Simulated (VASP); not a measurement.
# Li (P6/mmm) in VASP: notebook

Li is run at these levels: r2SCAN; tasks: single point.

Program: VASP 6.6.1. These are calculated values, not measurements. Logs are shortened: lines on timing, memory, paths and dates and some standing lists are left out, and cuts for length are marked.

### Step 1. The cell of the first run

It takes space group P6/mmm (No. 191, hexagonal). Conventional cell: a = 4.992 Å, b = 4.992 Å, c = 2.923 Å, α = 90.00°, β = 90.00°, γ = 120.00°. Within 3.8 Å of Li (site symmetry 6/mmm) lie 14 Li at 2.92 to 3.23 Å. Li (site symmetry -6m2) has 11 Li at 2.88 to 3.23 Å within 3.8 Å.

This isn't the form of Li at room conditions, which is bcc.

### Step 2. Single point, r2SCAN

Input file POSCAR:

```
Li
1.0
    4.9918151869      0.0000000000      0.0000000000
   -2.4959075934      4.3230387628      0.0000000000
    0.0000000000      0.0000000000      2.9229680716
Li
3
Direct
    0.0000000000      0.0000000000      0.0000000000
    0.3333333333      0.6666666667      0.5000000000
    0.6666666667      0.3333333333      0.5000000000
```

Input file INCAR.step1:

```
  PREC = Accurate
  ENCUT = 520
  ISMEAR = -1
  SIGMA = 0.1
  LREAL = F
  LASPH = T
  NELM = 60
  NBANDS = 12
  GGA = PE
  ALGO = Normal
  EDIFF = 1E-4
  LWAVE = T
  LCHARG = F
```

Input file INCAR.step2:

```
  PREC = Accurate
  ENCUT = 520
  EDIFF = 1E-7
  ISMEAR = -1
  SIGMA = 0.1
  LREAL = F
  LASPH = T
  NELM = 60
  ALGO = Normal
  ISIF = 2
  LWAVE = F
  LCHARG = F
  METAGGA = R2SCAN
  LMIXTAU = T
  NBANDS = 12
  ISTART = 1
```

Input file KPOINTS:

```
Automatic mesh
0
Gamma
  7 7 10
```

Potentials or basis: VASP PAW PBE potentials, release 64 (Li_sv).

On the command line:

```
cat potpaw_PBE.64/Li_sv/POTCAR > POTCAR
cp INCAR.step1 INCAR
mpirun -np 1 vasp_std > vasp.out
cp INCAR.step2 INCAR
mpirun -np 1 vasp_std > vasp.out
```

OUTCAR:

```text
PREC = Accurate
   ENCUT = 520
   EDIFF = 1E-7
   ISMEAR = -1
   LREAL = F
   LASPH = T
   NELM = 60
   ISIF = 2
   METAGGA = R2SCAN
   ISTART = 1

 ion  position               nearest neighbor table
   1  0.000  0.000  0.000-
   2  0.333  0.667  0.500-
   3  0.667  0.333  0.500-

  LATTYP: Found a hexagonal cell.
 ALAT       =     4.9918151869
 C/A-ratio  =     0.5855521413

  Lattice vectors:

 A1 = (   4.9918151869,   0.0000000000,   0.0000000000)
 A2 = (  -2.4959075934,   4.3230387628,   0.0000000000)
 A3 = (   0.0000000000,   0.0000000000,   2.9229680716)

Analysis of symmetry for initial positions (statically):
=====================================================================
 Subroutine PRICEL returns:
 Original cell was already a primitive cell.

 Routine SETGRP: Setting up the symmetry group for a
 hexagonal supercell.

 Subroutine GETGRP returns: Found 24 space group operations
 (whereof 24 operations were pure point group operations)
 out of a pool of 24 trial point group operations.

The static configuration has the point symmetry D_6h.

Analysis of symmetry for dynamics (positions and initial velocities):
=====================================================================
 Subroutine PRICEL returns:
 Original cell was already a primitive cell.

 Routine SETGRP: Setting up the symmetry group for a
 hexagonal supercell.

 Subroutine GETGRP returns: Found 24 space group operations
 (whereof 24 operations were pure point group operations)
 out of a pool of 24 trial point group operations.

The dynamic configuration has the point symmetry D_6h.

 Subroutine INISYM returns: Found 24 space group operations
 (whereof 24 operations are pure point group operations),
 and found     1 'primitive' translations

----------------------------------------------------------------------------------------

                                     Primitive cell

  volume of cell :      63.0771

  direct lattice vectors                    reciprocal lattice vectors
     4.991815187  0.000000000  0.000000000     0.200327929  0.115659384  0.000000000
    -2.495907593  4.323038763  0.000000000     0.000000000  0.231318768  0.000000000
     0.000000000  0.000000000  2.922968072     0.000000000  0.000000000  0.342118003

  length of vectors
     4.991815187  4.991815187  2.922968072     0.231318768  0.231318768  0.342118003

  position of ions in fractional coordinates (direct lattice)
     0.000000000  0.000000000  0.000000000
     0.333333333  0.666666667  0.500000000
     0.666666667  0.333333333  0.500000000

  ion indices of the primitive-cell ions
   primitive index   ion index
                 1           1
                 2           2
                 3           3

----------------------------------------------------------------------------------------

 KPOINTS: Automatic mesh

Automatic generation of k-mesh.
 Grid dimensions read from file:
 generate k-points for:    7    7   10

 Generating k-lattice:

  Cartesian coordinates                     Fractional coordinates (reciprocal lattice)
     0.028618276  0.016522769  0.000000000     0.142857143  0.000000000  0.000000000
     0.000000000  0.033045538  0.000000000     0.000000000  0.142857143  0.000000000
     0.000000000  0.000000000  0.034211800     0.000000000  0.000000000  0.100000000

  Length of vectors
     0.033045538  0.033045538  0.034211800

  Shift w.r.t. Gamma in fractional coordinates (k-lattice)
     0.000000000  0.000000000  0.000000000

 Subroutine IBZKPT returns following result:
 ===========================================

 Found     48 irreducible k-points:

 Following reciprocal coordinates:
            Coordinates               Weight
  0.000000  0.000000  0.000000      1.000000
  0.142857  0.000000  0.000000      6.000000
  0.285714  0.000000  0.000000      6.000000
  0.428571  0.000000  0.000000      6.000000
  0.142857  0.142857  0.000000      6.000000
  0.285714  0.142857  0.000000     12.000000
[... 16 lines left out ...]
  0.428571  0.142857  0.200000     12.000000
  0.285714  0.285714  0.200000     12.000000
 [... further k-points ...]
   k-points           NKPTS =     48   k-points in BZ     NKDIM =     48   number of bands    NBANDS=     12
   number of dos      NEDOS =    301   number of ions     NIONS =      3
   total plane-waves  NPLWV =  38400
   dimension x,y,z NGX =    40 NGY =   40 NGZ =   24
   dimension x,y,z NGXF=    80 NGYF=   80 NGZF=   48
   ions per type =               3
   NGX,Y,Z   is equivalent  to a cutoff of  13.32, 13.32, 13.65 a.u.
   NGXF,Y,Z  is equivalent  to a cutoff of  26.64, 26.64, 27.30 a.u.
 SYSTEM =  unknown system
   PREC   = accura    normal or accurate (medium, high low for compatibility)
   ISTART =      1    job   : 0-new  1-cont  2-samecut
   ICHARG =      0    charge: 1-file 2-atom 10-const
   ISPIN  =      1    spin polarized calculation?
   LNONCOLLINEAR =      F non collinear calculations
   LSORBIT =      F    spin-orbit coupling
   LASPH  =      T    aspherical Exc in radial PAW
   ENCUT  =  520.0 eV  38.22 Ry    6.18 a.u.   9.28  9.28  5.43*2*pi/ulx,y,z
   NELM   =     60;   NELMIN=  2; NELMDL=  0     # of ELM steps
   EDIFF  = 0.1E-06   stopping-criterion for ELM
   LREAL  =      F    real-space projection
   EDIFFG = 0.1E-05   stopping-criterion for IOM
   NSW    =      0    number of steps for IOM
   IBRION =     -1    ionic relax: 0-MD 1-quasi-New 2-CG
   NFREE  =      0    steps in history (QN), initial steepest desc. (CG)
   ISIF   =      2    stress and relaxation
   ISYM   =      2    0-nonsym 1-usesym 2-fastsym
   POTIM  = 0.5000    time-step for ionic-motion
   TEBEG  =    0.0;   TEEND  =   0.0 temperature during run
   PSTRESS=    0.0 pullay stress
   NELECT =       9.0000    total number of electrons
   NUPDOWN=      -1.0000    fix difference up-down
   EMIN   =  10.00;   EMAX   =-10.00  energy-range for DOS
   EFERMI =   0.00;   METHOD = LEGACY
   ISMEAR =    -1;   SIGMA  =   0.10  broadening in eV -4-tet -1-fermi 0-gaus
   EFERMI_NEDOS =   21; number of points for ismear=-14 and -15
   IALGO  =     38    algorithm
   IMIX   =      4    mixing-type and parameters
     AMIX     =   0.40;   BMIX     =  1.00
     AMIX_MAG =   1.60;   BMIX_MAG =  1.00
  volume/ion in A,a.u.               =      21.03       141.89
  Fermi-wavevector in a.u.,A,eV,Ry     =   0.855457  1.616580  9.956846  0.731808
  Thomas-Fermi vector in A             =   1.972210
   LORBIT       =      0    0 simple, 1 ext, 2 COOP (PROOUT), +10 PAW based schemes
   METAGGA = R2SCAN    functional components
   LHFCALC =     F    Hartree Fock is set to
   AEXX    =    0.0000 exact exchange contribution
   IVDW    =     0    specifies the selected vdW correction
   LEPSILON=     F    determine dielectric tensor
   LRPA    =     F    only Hartree local field effects (RPA)
 non-spin polarized calculation
  energy-cutoff  :      520.00
  volume of cell :       63.08
 maximum number of plane-waves:      1718
 NGX is ok and might be reduce to    40
   NGX = 19   NGY = 19   NGZ = 11

 number of electron       8.9999992 magnetization

 Free energy of the ion-electron system (eV)
  ---------------------------------------------------
  ext. energy  EPLUGINS =         0.00000000
  ---------------------------------------------------
  free energy    TOTEN  =        -7.13157763 eV

  energy without entropy =       -7.08748737  energy(sigma->0) =       -7.10953250

 E-fermi :   0.5802     XC(G=0):  -7.3518

 val. band max:        0.5384886365   @ k =   0.2857   0.2857   0.3000
 cond. band min:       0.5895286288   @ k =   0.2857   0.2857   0.4000
 fundamental gap:      0.0510399923
 Fermi energy:         0.5801587256

 k-point     1 :       0.0000    0.0000    0.0000
  band No.  band energies     occupation
      1     -47.7027      2.00000
      2     -47.6840      2.00000
      3     -47.5685      2.00000
      4      -3.2538      2.00000
      5       2.7777      0.00000
      6       2.7780      0.00000
      7       2.8294      0.00000
      8       2.8297      0.00000
      9       6.7208      0.00000
     10       6.9221      0.00000
     11      11.5066      0.00000
     12      15.7766      0.00000

 k-point     2 :       0.1429    0.0000    0.0000
  band No.  band energies     occupation
      1     -47.7019      2.00000
      2     -47.6848      2.00000
      3     -47.5686      2.00000
      4      -3.1201      2.00000
      5       1.4330      0.00040
      6       1.7592      0.00002
      7       3.6476      0.00000
      8       4.1930      0.00000
      9       7.2270      0.00000
     10       7.4693      0.00000
     11      11.6707      0.00000
     12      14.9081      0.00000

 k-point     3 :       0.2857    0.0000    0.0000
  band No.  band energies     occupation
      1     -47.6996      2.00000
      2     -47.6869      2.00000
      3     -47.5687      2.00000
      4      -2.7192      2.00000
      5       0.0600      1.98904
      6       1.0620      0.01603
      7       3.8107      0.00000
      8       5.9217      0.00000
      9       8.2277      0.00000
     10       9.2179      0.00000
     11      12.1612      0.00000
     12      12.9136      0.00000
[... 286 lines left out ...]
 k-point    23 :       0.4286    0.1429    0.2000
  band No.  band energies     occupation
      1     -47.6921      2.00000
      2     -47.6872      2.00000
      3     -47.5652      2.00000
      4      -0.9446      2.00000
      5      -0.9077      2.00000
      6       0.8089      0.18437
      7       4.7991      0.00000
      8       7.9694      0.00000
      9       8.6223      0.00000
     10       9.4538      0.00000
     11       9.8784      0.00000
     12      10.3746      0.00000

 k-point    24 :       0.2857    0.2857    0.2000
  band No.  band energies     occupation
      1     -47.6913      2.00000
      2     -47.6879      2.00000
      3     -47.5652      2.00000
      4      -1.0644      2.00000
      5      -0.1685      1.99888
      6      -0.1126      1.99804
      7       6.3836      0.00000
      8       6.5024      0.00000
      9       8.2262      0.00000
     10       9.5885      0.00000
     11       9.8989      0.00000
     12      10.3513      0.00000

 [... further k-points ...]

------------------------ aborting loop because EDIFF is reached ----------------------------------------

  FORCE on cell =-STRESS in cart. coord.  units (eV):
  Direction    XX          YY          ZZ          XY          YZ          ZX
  --------------------------------------------------------------------------------------
  -------------------------------------------------------------------------------------
  Total       -0.1078014     -0.1078014     -0.0845436     -0.0000000      0.0000000     -0.0000000
  in kB       -2.7381878     -2.7381878     -2.1474324     -0.0000000      0.0000000     -0.0000000
  external PRESSURE =      -2.5412693 kB  Pullay stress =       0.0000000 kB

 VOLUME and BASIS-vectors are now :
 -----------------------------------------------------------------------------
  energy-cutoff  :      520.00
  volume of cell :       63.08
      direct lattice vectors                 reciprocal lattice vectors
     4.991815187  0.000000000  0.000000000     0.200327929  0.115659384  0.000000000
    -2.495907593  4.323038763  0.000000000     0.000000000  0.231318768  0.000000000
     0.000000000  0.000000000  2.922968072     0.000000000  0.000000000  0.342118003

 POSITION                                       TOTAL-FORCE (eV/Angst)
 -----------------------------------------------------------------------------------
      0.00000      0.00000      0.00000        -0.000000      0.000000      0.000000
     -0.00000      2.88203      1.46148         0.000000      0.000000      0.000000
      2.49591      1.44101      1.46148         0.000000      0.000000      0.000000
 -----------------------------------------------------------------------------------
    total drift:                               -0.000000      0.000000      0.000000

  FREE ENERGIE OF THE ION-ELECTRON SYSTEM (eV)
  ---------------------------------------------------
  free  energy   TOTEN  =        -7.1315776266 eV

  energy  without entropy=       -7.0874873732  energy(sigma->0) =       -7.10953250
```

Run time: 4.5 min. Hardware: 1 thread of AMD EPYC 9R45 (Zen 5), shared host; peak memory 0.17 GiB.

Results:

```yaml
Free_energy: -7.1316 eV
Band_gap_on_the_k_mesh: zero (an odd number of electrons rules out a gap without spin polarisation)
```

Caveat: the cutoff is under 1.25 times the usual one of these potentials, so pressure, stress and relaxed cells hold a basis-set (Pulay) error; the PAW data sets were made with another functional, which shifts forces and pressure a little.

### Step 3. Single point, r2SCAN (18.50 Å³/atom)

This run uses another cell than the first one, of 18.50 Å³/atom.

Input file POSCAR:

```
Li
1.0
    4.7835764818      0.0000000000      0.0000000000
   -2.3917882409      4.1426987542      0.0000000000
    0.0000000000      0.0000000000      2.8010334519
Li
3
Direct
    0.0000000000      0.0000000000      0.0000000000
    0.3333333333      0.6666666667      0.5000000000
    0.6666666667      0.3333333333      0.5000000000
```

Input file INCAR.step1:

```
SYSTEM = Li
ALGO     = Normal         ! electronic algorithm
EDIFF    = 1E-4           ! SCF threshold, eV
ENCUT    = 520            ! plane-wave cutoff, eV
GGA      = PE             ! functional
ISMEAR   = -1             ! smearing method
LASPH    = .TRUE.         ! aspherical terms in the spheres
LCHARG   = .FALSE.        ! write CHGCAR
LREAL    = .FALSE.        ! projectors in reciprocal space
LWAVE    = .TRUE.         ! write WAVECAR
NBANDS   = 12             ! bands
NELM     = 100            ! most SCF steps
PREC     = Accurate       ! precision mode
SIGMA    = 0.1            ! smearing width, eV
```

Input file INCAR.step2:

```
SYSTEM = Li
ALGO     = Normal         ! electronic algorithm
EDIFF    = 1E-7           ! SCF threshold, eV
ENCUT    = 520            ! plane-wave cutoff, eV
ISIF     = 2              ! what is computed and relaxed
ISMEAR   = -1             ! smearing method
ISTART   = 1            
LASPH    = .TRUE.         ! aspherical terms in the spheres
LCHARG   = .TRUE.         ! write CHGCAR
LELF     = .TRUE.         ! ELF
LMIXTAU  = .TRUE.       
LREAL    = .FALSE.        ! projectors in reciprocal space
LVHAR    = .TRUE.       
LWAVE    = .FALSE.        ! write WAVECAR
METAGGA  = R2SCAN         ! meta-GGA
NBANDS   = 12             ! bands
NELM     = 100            ! most SCF steps
PREC     = Accurate       ! precision mode
SIGMA    = 0.1            ! smearing width, eV
```

Input file KPOINTS:

```
k-points
0
G
  8 8 12
  0 0 0
```

Potentials or basis: VASP PAW PBE potentials, release 64 (Li_sv).

On the command line:

```
cat potpaw_PBE.64/Li_sv/POTCAR > POTCAR
cp INCAR.step1 INCAR
mpirun -np 1 vasp_std > vasp.out
cp INCAR.step2 INCAR
mpirun -np 1 vasp_std > vasp.out
```

It took 2.9 min on 1 thread of AMD EPYC 9R45 (Zen 5), shared host; peak memory 0.15 GiB.

Results (log left out):

```
Free energy            : -7.0901 eV
Band gap on the k mesh : zero (an odd number of electrons rules out a gap without spin polarisation)
```

Levels at points of the mesh, in eV from the Fermi level:
```tsv
k point	band 1	band 2	band 3	band 4	band 5	band 6	band 7	band 8
(0.00, 0.00, 0.00)	-47.99	-47.96	-47.86	-3.99	2.38	2.38	2.43	2.43
(0.50, 0.00, 0.00)	-47.98	-47.97	-47.86	-2.29	-2.26	0.08	3.65	9.25
(0.00, 0.00, 0.50)	-47.97	-47.94	-47.84	-0.61	0.21	6.32	6.37	6.37
(0.50, 0.00, 0.50)	-47.96	-47.95	-47.84	0.65	0.84	2.25	3.58	4.64
```

Caveat: the cutoff is under 1.25 times the usual one of these potentials, so pressure, stress and relaxed cells hold a basis-set (Pulay) error; the PAW data sets were made with another functional, which shifts forces and pressure a little.

[end of part 1 of 2]
